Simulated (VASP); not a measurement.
Hf2B3:

```
CELL_PARAMETERS angstrom
4.00256 0.00000 0.00000
0.00000 4.00256 0.00000
0.00000 0.00000 4.00256
ATOMIC_POSITIONS crystal
Hf 0.00000 0.00000 0.00000
Hf 0.50000 0.50000 0.50000
B 0.50000 0.00000 0.00000
B 0.00000 0.50000 0.00000
B 0.00000 0.00000 0.50000
```

| Item | Value |
| --- | --- |
| Program | VASP 6.6.1 |
| Task | relaxation of cell and atoms |
| Functional | PBE |
| Potentials or basis | VASP PAW PBE potentials, release 64 (Hf_pv, B) |
| Cutoff | 600 eV |
| k mesh | 4 × 4 × 4 |
| Occupations | gaussian, width 0.1 eV |
| Spin | no spin polarisation |

At the start: pressure 20.0 GPa; volume 12.82 Å³/atom.

Task: How do energy, volume and symmetry change on relaxing?

Result: Over 3 steps the energy falls by 108.7 meV/atom and the volume is 14.75 Å³/atom (+15.0 %); space group Pm-3m (No. 221, to 0.05 Å).

The path:
```tsv
step	energy change (eV)	largest force (eV/Å)	pressure (GPa)	volume (Å³)
1	0.0000	0.0000	20.01	64.12
2	-0.3650	0.0000	-8.21	80.17
3	-0.5435	0.0000	-0.13	73.74
```

Final structure:
```
Hf B
1.0
     4.19338    0.00000    0.00000
     0.00000    4.19338    0.00000
     0.00000    0.00000    4.19338
Hf B
2 3
Direct
  0.00000 0.00000 0.00000
  0.50000 0.50000 0.50000
  0.50000 0.00000 0.00000
  0.00000 0.50000 0.00000
  0.00000 0.00000 0.50000
```

Caveat: the k points lie up to 0.37 Å⁻¹ apart in the final cell.
